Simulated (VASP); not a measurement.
# Mg (C2/m) in VASP: notebook

Runs on Mg. Level: PBE. Tasks: single point.

All numbers are computed with VASP 6.6.1; they aren't measurements. Logs are shortened: lines on timing, memory, paths and dates and some standing lists are left out, and cuts for length are marked.

## 1. The cell of the first run

The structure is monoclinic, space group C2/m (No. 12). The conventional cell has a = 3.051 Å, b = 5.283 Å, c = 3.046 Å, α = 90.00°, β = 92.58°, γ = 90.00°. Within 4.0 Å of Mg (site symmetry 2/m) lie 8 Mg at 3.05 Å.

## 2. Single point, PBE (strain +0.0450 x Voigt [0, 0, 0, 0, 1, 0])

INCAR reads:

```
  PREC = Accurate
  ENCUT = 520
  EDIFF = 1E-6
  ISMEAR = 0
  SIGMA = 0.15
  LREAL = F
  LASPH = T
  NELM = 60
  ALGO = Fast
  ISIF = 2
  LWAVE = F
  LCHARG = F
  GGA = PE
  NBANDS = 7
```

KPOINTS reads:

```
regular mesh
0
Gamma
  18 18 16
```

POSCAR reads:

```
Mg
1.0
    3.0502998005      0.0000000000      0.0686317455
   -1.5251499003      2.6416371164     -0.0343158728
    0.0685088453      0.0000000000      3.0448375700
Mg
1
Direct
    0.0000000000      0.0000000000      0.0000000000
```

Potentials or basis: VASP PAW PBE potentials, release 64 (Mg).

Started as:

```sh
cat potpaw_PBE.64/Mg/POTCAR > POTCAR
mpirun -np 1 vasp_std > vasp.out
```

OUTCAR:

```text
PREC = Accurate
   ENCUT = 520
   EDIFF = 1E-6
   ISMEAR = 0
   LREAL = F
   LASPH = T
   NELM = 60
   ISIF = 2
   GGA = PE

 ion  position               nearest neighbor table
   1  0.000  0.000  0.000-

  LATTYP: Found a base centered monoclinic cell.
 ALAT       =     3.0510718099
 B/A-ratio  =     1.7316125486
 C/A-ratio  =     0.9982092808
 COS(beta)  =    -0.0449772303

  Lattice vectors:

 A1 = (  -1.5251499003,   2.6416371164,  -0.0343158728)
 A2 = (  -1.5251499002,  -2.6416371164,  -0.0343158727)
 A3 = (   0.0685088453,   0.0000000000,   3.0448375700)

Analysis of symmetry for initial positions (statically):
=====================================================================
 Subroutine PRICEL returns:
 Original cell was already a primitive cell.

 Routine SETGRP: Setting up the symmetry group for a
 base centered monoclinic supercell.

 Subroutine GETGRP returns: Found  4 space group operations
 (whereof  4 operations were pure point group operations)
 out of a pool of  4 trial point group operations.

The static configuration has the point symmetry C_2h.

Analysis of symmetry for dynamics (positions and initial velocities):
=====================================================================
 Subroutine PRICEL returns:
 Original cell was already a primitive cell.

 Routine SETGRP: Setting up the symmetry group for a
 base centered monoclinic supercell.

 Subroutine GETGRP returns: Found  4 space group operations
 (whereof  4 operations were pure point group operations)
 out of a pool of  4 trial point group operations.

The dynamic configuration has the point symmetry C_2h.

 Subroutine INISYM returns: Found  4 space group operations
 (whereof  4 operations are pure point group operations),
 and found     1 'primitive' translations

----------------------------------------------------------------------------------------

                                     Primitive cell

  volume of cell :      24.5222

  direct lattice vectors                    reciprocal lattice vectors
     3.050299800  0.000000000  0.068631745     0.328002679  0.189276565 -0.007380060
    -1.525149900  2.641637116 -0.034315873     0.000000000  0.378553130  0.000000000
     0.068508845  0.000000000  3.044837570    -0.007393300  0.000000000  0.328591093

  length of vectors
     3.051071810  3.050492821  3.045608197     0.378768849  0.378553130  0.328674258

  position of ions in fractional coordinates (direct lattice)
     0.000000000  0.000000000  0.000000000

  ion indices of the primitive-cell ions
   primitive index   ion index
                 1           1

----------------------------------------------------------------------------------------

 KPOINTS: regular mesh

Automatic generation of k-mesh.
 Grid dimensions read from file:
 generate k-points for:   18   18   16

 Generating k-lattice:

  Cartesian coordinates                     Fractional coordinates (reciprocal lattice)
     0.018222371  0.010515365 -0.000410003     0.055555556 -0.000000000  0.000000000
     0.000000000  0.021030729  0.000000000     0.000000000  0.055555556  0.000000000
    -0.000462081  0.000000000  0.020536943     0.000000000 -0.000000000  0.062500000

  Length of vectors
     0.021042714  0.021030729  0.020542141

  Shift w.r.t. Gamma in fractional coordinates (k-lattice)
     0.000000000  0.000000000  0.000000000

 Subroutine IBZKPT returns following result:
 ===========================================

 Found   1379 irreducible k-points:

 Following reciprocal coordinates:
            Coordinates               Weight
  0.000000  0.000000  0.000000      1.000000
  0.055556  0.000000  0.000000      4.000000
  0.111111  0.000000  0.000000      4.000000
  0.166667  0.000000  0.000000      4.000000
  0.222222  0.000000  0.000000      4.000000
  0.277778 -0.000000  0.000000      4.000000
[... 16 lines left out ...]
 -0.333333  0.055556  0.000000      4.000000
 -0.277778  0.055556 -0.000000      4.000000
 [... further k-points ...]
   k-points           NKPTS =   1379   k-points in BZ     NKDIM =   1379   number of bands    NBANDS=      7
   number of dos      NEDOS =    301   number of ions     NIONS =      1
   total plane-waves  NPLWV =  13824
   dimension x,y,z NGX =    24 NGY =   24 NGZ =   24
   dimension x,y,z NGXF=    48 NGYF=   48 NGZF=   48
   ions per type =               1
   NGX,Y,Z   is equivalent  to a cutoff of  13.08, 13.08, 13.10 a.u.
   NGXF,Y,Z  is equivalent  to a cutoff of  26.15, 26.16, 26.20 a.u.
 SYSTEM =  unknown system
   PREC   = accura    normal or accurate (medium, high low for compatibility)
   ISTART =      0    job   : 0-new  1-cont  2-samecut
   ICHARG =      2    charge: 1-file 2-atom 10-const
   ISPIN  =      1    spin polarized calculation?
   LNONCOLLINEAR =      F non collinear calculations
   LSORBIT =      F    spin-orbit coupling
   LASPH  =      T    aspherical Exc in radial PAW
   ENCUT  =  520.0 eV  38.22 Ry    6.18 a.u.   5.67  5.67  5.66*2*pi/ulx,y,z
   NELM   =     60;   NELMIN=  2; NELMDL= -5     # of ELM steps
   EDIFF  = 0.1E-05   stopping-criterion for ELM
   LREAL  =      F    real-space projection
[... 7 lines left out ...]
   TEBEG  =    0.0;   TEEND  =   0.0 temperature during run
   PSTRESS=    0.0 pullay stress
   NELECT =       2.0000    total number of electrons
   NUPDOWN=      -1.0000    fix difference up-down
   EMIN   =  10.00;   EMAX   =-10.00  energy-range for DOS
   EFERMI =   0.00;   METHOD = LEGACY
   ISMEAR =     0;   SIGMA  =   0.15  broadening in eV -4-tet -1-fermi 0-gaus
   EFERMI_NEDOS =   21; number of points for ismear=-14 and -15
   IALGO  =     68    algorithm
   IMIX   =      4    mixing-type and parameters
     AMIX     =   0.40;   BMIX     =  1.00
     AMIX_MAG =   1.60;   BMIX_MAG =  1.00
  volume/ion in A,a.u.               =      24.52       165.48
  Fermi-wavevector in a.u.,A,eV,Ry     =   0.709956  1.341623  6.857850  0.504038
  Thomas-Fermi vector in A             =   1.796676
   LORBIT       =      0    0 simple, 1 ext, 2 COOP (PROOUT), +10 PAW based schemes
   GGA     = PE    functional components
   LHFCALC =     F    Hartree Fock is set to
   AEXX    =    0.0000 exact exchange contribution
   IVDW    =     0    specifies the selected vdW correction
   LEPSILON=     F    determine dielectric tensor
   LRPA    =     F    only Hartree local field effects (RPA)
 non-spin polarized calculation
 RMM-DIIS sequential band-by-band and
 Gauss-broadening in eV      SIGMA  =   0.15
  energy-cutoff  :      520.00
  volume of cell :       24.52
 maximum number of plane-waves:       674
   NGX = 11   NGY = 11   NGZ = 11

 number of electron       2.0000000 magnetization

 Free energy of the ion-electron system (eV)
  ---------------------------------------------------
  ext. energy  EPLUGINS =         0.00000000
  ---------------------------------------------------
  free energy    TOTEN  =        -1.27791390 eV

  energy without entropy =       -1.27235775  energy(sigma->0) =       -1.27513582

 E-fermi :   2.2667     XC(G=0):  -8.2664

 val. band max:        2.2648611918   @ k =  -0.4444  -0.3889   0.1250
 cond. band min:       2.2694316169   @ k =  -0.4444  -0.0000   0.1250
 fundamental gap:      0.0045704251
 Fermi energy:         2.2667282964

 k-point     1 :       0.0000    0.0000    0.0000
  band No.  band energies     occupation
      1      -4.3771      2.00000
      2      10.2934      0.00000
      3      11.0305      0.00000
      4      14.8371      0.00000
      5      14.8513      0.00000
      6      15.9357      0.00000
      7      15.9504      0.00000

 k-point     2 :       0.0556    0.0000    0.0000
  band No.  band energies     occupation
      1      -4.3103      2.00000
      2      10.2811      0.00000
      3      11.0912      0.00000
      4      13.6571      0.00000
      5      14.3038      0.00000
      6      15.9374      0.00000
      7      16.5898      0.00000

 k-point     3 :       0.1111    0.0000    0.0000
  band No.  band energies     occupation
      1      -4.1101      2.00000
      2      10.1581      0.00000
      3      11.2615      0.00000
      4      12.0460      0.00000
      5      13.5383      0.00000
      6      15.5279      0.00000
      7      17.6949      0.00000

 k-point     4 :       0.1667    0.0000    0.0000
  band No.  band energies     occupation
      1      -3.7774      2.00000
      2       9.3932      0.00000
      3      11.0593      0.00000
      4      11.5784      0.00000
      5      12.8430      0.00000
      6      15.1192      0.00000
      7      18.9534      0.00000

 k-point     5 :       0.2222    0.0000    0.0000
  band No.  band energies     occupation
      1      -3.3136      2.00000
      2       7.9137      0.00000
      3      10.8811      0.00000
      4      11.9494      0.00000
      5      12.2479      0.00000
      6      14.9021      0.00000
      7      20.3299      0.00000
[... 161 lines left out ...]
 k-point    22 :      -0.3889    0.0556   -0.0000
  band No.  band energies     occupation
      1      -1.5456      2.00000
      2       4.1658      0.00000
      3       9.5133      0.00000
      4      12.2835      0.00000
      5      13.4002      0.00000
      6      15.7621      0.00000
      7      18.3537      0.00000

 k-point    23 :      -0.3333    0.0556    0.0000
  band No.  band energies     occupation
      1      -2.3270      2.00000
      2       5.6258      0.00000
      3       9.7821      0.00000
      4      12.2600      0.00000
      5      12.8535      0.00000
      6      15.3853      0.00000
      7      19.6099      0.00000

 k-point    24 :      -0.2778    0.0556   -0.0000
  band No.  band energies     occupation
      1      -2.9834      2.00000
      2       7.1683      0.00000
      3      10.0953      0.00000
      4      12.0579      0.00000
      5      12.5735      0.00000
      6      15.3247      0.00000
      7      20.2883      0.00000

 [... further k-points ...]

------------------------ aborting loop because EDIFF is reached ----------------------------------------

  FORCE on cell =-STRESS in cart. coord.  units (eV):
  Direction    XX          YY          ZZ          XY          YZ          ZX
  --------------------------------------------------------------------------------------
  -------------------------------------------------------------------------------------
  Total        0.2091823      0.2117175      0.1300995     -0.0000000     -0.0000000      0.0855758
  in kB       13.6670763     13.8327170      8.5001464     -0.0000000     -0.0000000      5.5911539
  external PRESSURE =      11.9999799 kB  Pullay stress =       0.0000000 kB

 VOLUME and BASIS-vectors are now :
 -----------------------------------------------------------------------------
  energy-cutoff  :      520.00
  volume of cell :       24.52
      direct lattice vectors                 reciprocal lattice vectors
     3.050299800  0.000000000  0.068631745     0.328002679  0.189276565 -0.007380060
    -1.525149900  2.641637116 -0.034315873     0.000000000  0.378553130  0.000000000
     0.068508845  0.000000000  3.044837570    -0.007393300  0.000000000  0.328591093

 POSITION                                       TOTAL-FORCE (eV/Angst)
 -----------------------------------------------------------------------------------
      0.00000      0.00000      0.00000         0.000000      0.000000     -0.000000
 -----------------------------------------------------------------------------------
    total drift:                               -0.000000     -0.000000      0.000000

  FREE ENERGIE OF THE ION-ELECTRON SYSTEM (eV)
  ---------------------------------------------------
  free  energy   TOTEN  =        -1.2779138960 eV

  energy  without entropy=       -1.2723577531  energy(sigma->0) =       -1.27513582
```

Wall time 74 s (1 thread of Intel Xeon 8259CL, shared host); peak memory 0.35 GiB.

Results:

| Property | Result |
| --- | --- |
| Free energy | -1.2779 eV |
| Pressure | 1.2 GPa |
| Band gap on the k mesh | zero (bands 1 and 2 overlap by 5.25 eV) |

Levels at points of the mesh, in eV from the Fermi level:
```
           k point  band 1  band 2  band 3  band 4
(0.00, 0.00, 0.00)   -6.64    8.03    8.76   12.57
(0.50, 0.00, 0.00)   -1.57   -1.15    8.24    8.62
(0.00, 0.50, 0.00)   -1.58   -1.16    8.27    8.64
(0.00, 0.00, 0.50)   -2.96   -2.34   14.63   14.68
(0.50, 0.00, 0.50)    1.38    2.53    2.72    3.38
(0.00, 0.50, 0.50)    1.49    2.41    3.03    3.07
```

Caveat: the cell differs from its parent crystal (strain +0.0450 x Voigt [0, 0, 0, 0, 1, 0]).

## 3. Single point, PBE (strain -0.0300 x Voigt [0, 0, 0, 0, 1, 0])

INCAR: that of step 2 with these lines changed.

```diff
@@ -7,3 +7,3 @@
   LASPH = T
-  NELM = 60
+  NELM = 80
   ALGO = Fast
```

KPOINTS reads:

```
Automatic mesh
0
Gamma
  18 18 16
```

POSCAR reads:

```
Mg
1.0
    3.0502998005      0.0000000000     -0.0457544970
   -1.5251499003      2.6416371164      0.0228772485
   -0.0456725635      0.0000000000      3.0448375700
Mg
1
Direct
    0.0000000000      0.0000000000      0.0000000000
```

Potentials or basis: VASP PAW PBE potentials, release 64 (Mg).

Started as:

```sh
cat potpaw_PBE.64/Mg/POTCAR > POTCAR
mpirun -np 1 vasp_std > vasp.out
```

OUTCAR:

```text
PREC = Accurate
   ENCUT = 520
   EDIFF = 1E-6
   ISMEAR = 0
   LREAL = F
   LASPH = T
   NELM = 80
   ISIF = 2
   GGA = PE

 ion  position               nearest neighbor table
   1  0.000  0.000  0.000-

  LATTYP: Found a base centered monoclinic cell.
 ALAT       =     3.0506429399
 B/A-ratio  =     1.7318559847
 C/A-ratio  =     0.9982092808
 COS(beta)  =    -0.0299932515

  Lattice vectors:

 A1 = (   1.5251499003,  -2.6416371164,  -0.0228772485)
 A2 = (   1.5251499002,   2.6416371164,  -0.0228772485)
 A3 = (  -0.0456725635,   0.0000000000,   3.0448375700)

Analysis of symmetry for initial positions (statically):
=====================================================================
 Subroutine PRICEL returns:
 Original cell was already a primitive cell.

 Routine SETGRP: Setting up the symmetry group for a
 base centered monoclinic supercell.

 Subroutine GETGRP returns: Found  4 space group operations
 (whereof  4 operations were pure point group operations)
 out of a pool of  4 trial point group operations.

The static configuration has the point symmetry C_2h.

Analysis of symmetry for dynamics (positions and initial velocities):
=====================================================================
 Subroutine PRICEL returns:
 Original cell was already a primitive cell.

 Routine SETGRP: Setting up the symmetry group for a
 base centered monoclinic supercell.

 Subroutine GETGRP returns: Found  4 space group operations
 (whereof  4 operations were pure point group operations)
 out of a pool of  4 trial point group operations.

The dynamic configuration has the point symmetry C_2h.

 Subroutine INISYM returns: Found  4 space group operations
 (whereof  4 operations are pure point group operations),
 and found     1 'primitive' translations

----------------------------------------------------------------------------------------

[... 111 lines left out ...]
  volume/ion in A,a.u.               =      24.53       165.53
  Fermi-wavevector in a.u.,A,eV,Ry     =   0.709890  1.341497  6.856564  0.503943
  Thomas-Fermi vector in A             =   1.796591
   LORBIT       =      0    0 simple, 1 ext, 2 COOP (PROOUT), +10 PAW based schemes
   GGA     = PE    functional components
   LHFCALC =     F    Hartree Fock is set to
   AEXX    =    0.0000 exact exchange contribution
   IVDW    =     0    specifies the selected vdW correction
   LEPSILON=     F    determine dielectric tensor
   LRPA    =     F    only Hartree local field effects (RPA)
 non-spin polarized calculation
 RMM-DIIS sequential band-by-band and
 Gauss-broadening in eV      SIGMA  =   0.15
  energy-cutoff  :      520.00
  volume of cell :       24.53
 maximum number of plane-waves:       673
   NGX = 11   NGY = 11   NGZ = 11

 number of electron       2.0000000 magnetization

 Free energy of the ion-electron system (eV)
  ---------------------------------------------------
  ext. energy  EPLUGINS =         0.00000000
  ---------------------------------------------------
  free energy    TOTEN  =        -1.27696239 eV

  energy without entropy =       -1.27169819  energy(sigma->0) =       -1.27433029

 E-fermi :   2.2666     XC(G=0):  -8.2654

 val. band max:        2.2639257744   @ k =  -0.1111  -0.4444   0.3125
 cond. band min:       2.2692103555   @ k =  -0.1111  -0.4444   0.2500
 fundamental gap:      0.0052845811
 Fermi energy:         2.2666409947

 k-point     1 :       0.0000    0.0000    0.0000
  band No.  band energies     occupation
      1      -4.3776      2.00000
      2      10.2805      0.00000
      3      11.0167      0.00000
      4      14.8334      0.00000
      5      14.8397      0.00000
      6      15.9298      0.00000
      7      15.9363      0.00000
[... 221 lines left out ...]
 k-point    24 :      -0.2778    0.0556    0.0000
  band No.  band energies     occupation
      1      -2.9849      2.00000
      2       7.1612      0.00000
      3      10.0936      0.00000
      4      12.1098      0.00000
      5      12.5024      0.00000
      6      15.3138      0.00000
      7      20.3115      0.00000

 [... further k-points ...]

------------------------ aborting loop because EDIFF is reached ----------------------------------------

  FORCE on cell =-STRESS in cart. coord.  units (eV):
  Direction    XX          YY          ZZ          XY          YZ          ZX
  --------------------------------------------------------------------------------------
  -------------------------------------------------------------------------------------
  Total        0.2124746      0.2147046      0.1261100     -0.0000000      0.0000000     -0.0492533
  in kB       13.8782733     14.0239359      8.2371670     -0.0000000      0.0000000     -3.2170947
  external PRESSURE =      12.0464588 kB  Pullay stress =       0.0000000 kB

 VOLUME and BASIS-vectors are now :
 -----------------------------------------------------------------------------
  energy-cutoff  :      520.00
  volume of cell :       24.53
      direct lattice vectors                 reciprocal lattice vectors
     3.050299800  0.000000000 -0.045754497     0.327910408  0.189276565  0.004918656
    -1.525149900  2.641637116  0.022877248     0.000000000  0.378553130  0.000000000
    -0.045672563  0.000000000  3.044837570     0.004927480  0.000000000  0.328498656

 POSITION                                       TOTAL-FORCE (eV/Angst)
 -----------------------------------------------------------------------------------
      0.00000      0.00000      0.00000         0.000000      0.000000      0.000000
 -----------------------------------------------------------------------------------
    total drift:                                0.000000      0.000000      0.000000

  FREE ENERGIE OF THE ION-ELECTRON SYSTEM (eV)
  ---------------------------------------------------
  free  energy   TOTEN  =        -1.2769623947 eV

  energy  without entropy=       -1.2716981890  energy(sigma->0) =       -1.27433029
```

OSZICAR:

```text
N       E                     dE             d eps       ncg     rms          rms(c)
DAV:   1    -0.664718336397E+00   -0.66472E+00   -0.76914E+02 20566   0.193E+02
DAV:   2    -0.128402593501E+01   -0.61931E+00   -0.59240E+00 25081   0.106E+01
DAV:   3    -0.128649585581E+01   -0.24699E-02   -0.24687E-02 24640   0.753E-01
DAV:   4    -0.128650082895E+01   -0.49731E-05   -0.49730E-05 27706   0.253E-02
DAV:   5    -0.128650084264E+01   -0.13698E-07   -0.13765E-07 25088   0.872E-04    0.627E-01
RMM:   6    -0.128163473996E+01    0.48661E-02   -0.32764E-04 19311   0.118E-01    0.400E-01
RMM:   7    -0.127694921179E+01    0.46855E-02   -0.14177E-03 20917   0.227E-01    0.219E-02
RMM:   8    -0.127696229831E+01   -0.13087E-04   -0.52074E-05 21037   0.410E-02    0.603E-03
RMM:   9    -0.127696239473E+01   -0.96422E-07   -0.53584E-06 21426   0.131E-02
   1 F= -.12769624E+01 E0= -.12743303E+01  d E =-.526421E-02
```

stdout:

```text
POSCAR found type information on POSCAR Mg
 POSCAR found :  1 types and       1 ions
 scaLAPACK will be used
 LDA part: xc-table for (Slater+PW92), standard interpolation
 POSCAR, INCAR and KPOINTS ok, starting setup
 FFT: planning ... GRIDC
 FFT: planning ... GRID_SOFT
 FFT: planning ... GRID
 WAVECAR not read
 entering main loop
```

Run time: 73 s. Hardware: 1 thread of Intel Xeon 8259CL, shared host; peak memory 0.35 GiB.

What came out:

```yaml
Free_energy: -1.2770 eV
Pressure: 1.2 GPa
Band_gap_on_the_k_mesh: zero (bands 1 and 2 overlap by 5.33 eV)
```

Caveat: the cell differs from its parent crystal (strain -0.0300 x Voigt [0, 0, 0, 0, 1, 0]).

(Continued in part 2 of 2.)
